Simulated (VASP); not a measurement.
Wanted: the native input for a VASP 6.6.1 run.

* Task: relaxation of cell and atoms
* Functional: PBE
* Potentials or basis: VASP PAW PBE potentials, release 64 (Hf_pv)
* Cutoff: 600 eV
* k mesh: 13 × 13 × 13
* Occupations: fermi-dirac, width 0.1 eV
* Spin: no spin polarisation
* Target pressure: -1.7 GPa
* Dipole correction: no
* Further INCAR settings: ALGO = Normal; EDIFF = 1e-07; IBRION = 2; EDIFFG = -0.005; NSW = 60; ISIF = 3

The structure of Hf lies in POSCAR:

```
Hf
1.0
    2.9191075887      0.0000000000      0.0000000000
    0.0000000000      2.9191075887      0.0000000000
    0.0000000000      0.0000000000      2.9191075887
Hf
1
Direct
    0.0000000000      0.0000000000      0.0000000000
```

These files were run (other wordings do the same):

INCAR

```
PREC     = Accurate       # precision mode
ENCUT    = 600            # plane-wave cutoff, eV
EDIFF    = 1E-7           # SCF threshold, eV
ISMEAR   = -1             # smearing method
SIGMA    = 0.1            # smearing width, eV
LREAL    = False          # projectors in reciprocal space
LASPH    = True           # aspherical terms in the spheres
NELM     = 80             # most SCF steps
ALGO     = Normal         # electronic algorithm
ISIF     = 3              # what is computed and relaxed
LWAVE    = False          # write WAVECAR
LCHARG   = False          # write CHGCAR
GGA      = PE             # functional
IBRION   = 2              # ionic algorithm
NSW      = 60             # ionic steps
EDIFFG   = -0.005         # ionic threshold
PSTRESS  = -17.0
```

KPOINTS

```
regular mesh
0
Gamma
  13 13 13
```

Potentials or basis: VASP PAW PBE potentials, release 64 (Hf_pv).

Run with:

```console
$ cat potpaw_PBE.64/Hf_pv/POTCAR > POTCAR
$ mpirun -np 1 vasp_std > vasp.out
```

Results of the run:

```
Relaxed volume                                         : 25.32 Å³/atom
Relaxed cell                                           : a = 2.936 Å, b = 2.936 Å, c = 2.936 Å, α = 90.00°, β = 90.00°, γ = 90.00°
Space group after relaxing (to 0.05 Å)                 : Pm-3m (No. 221)
Energy change on relaxing (the enthalpy is what falls) : +3.0 meV/atom
Ionic steps                                            : 3
Pressure after relaxing                                : -1.7 GPa
Band gap on the k mesh                                 : zero (band 5 reaches 4.44 eV, above the bottom of band 6 at 2.31 eV)
```

Caveat: the cell is relaxed towards a set pressure, so the enthalpy falls and the energy may rise; spin-orbit coupling is left out, which moves the levels of the heavy elements.

Run time: 19 s on 1 thread of Intel Xeon 6975P-C, on a shared host, peak memory 0.16 GiB.
